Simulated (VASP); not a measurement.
A run of VASP 6.6.1 is set up as follows.

File INCAR:

```
PREC = Accurate ; ENCUT = 520
EDIFF = 1E-7 ; ISMEAR = 0
SIGMA = 0.05 ; LREAL = F
LASPH = T ; NELM = 60
ALGO = Normal ; ISIF = 2
LWAVE = F ; LCHARG = F
GGA = PE ; IVDW = 12
NBANDS = 11
```

The input KPOINTS:

```
regular mesh
0
Gamma
  15 15 15
```

File POSCAR:

```
C
1.0
    1.2427282054      0.7174894639      3.3892873547
   -1.2427282054      0.7174894639      3.3892873547
    0.0000000000     -1.4349789278      3.3892873547
C
2
Direct
    0.1722480123      0.1722480123      0.1722480123
    0.8277519877      0.8277519877      0.8277519877
```

Potentials or basis: VASP PAW PBE potentials, release 64 (C).

Launch:

```console
$ cat potpaw_PBE.64/C/POTCAR > POTCAR
$ mpirun -np 1 vasp_std > vasp.out
```

**Question.** What does it give for the pressure?

**Answer.** -7.1 GPa.

**Question.** What does it give for the band gap on the k mesh?

**Answer.** 0.47 eV, direct.

**Question.** Predict the dispersion energy per atom.

**Answer.** -0.154 eV.

**Question.** Estimate the largest force.

**Answer.** 1.905 eV/Å.

Stress tensor (GPa, compression positive):
```
-9.63  0.00  0.00
 0.00 -9.63  0.00
 0.00  0.00 -2.09
```

Caveat: forces of over 1 eV/Å act on the atoms, so gaps and moduli don't describe the material at rest. A k mesh can miss the band edges.
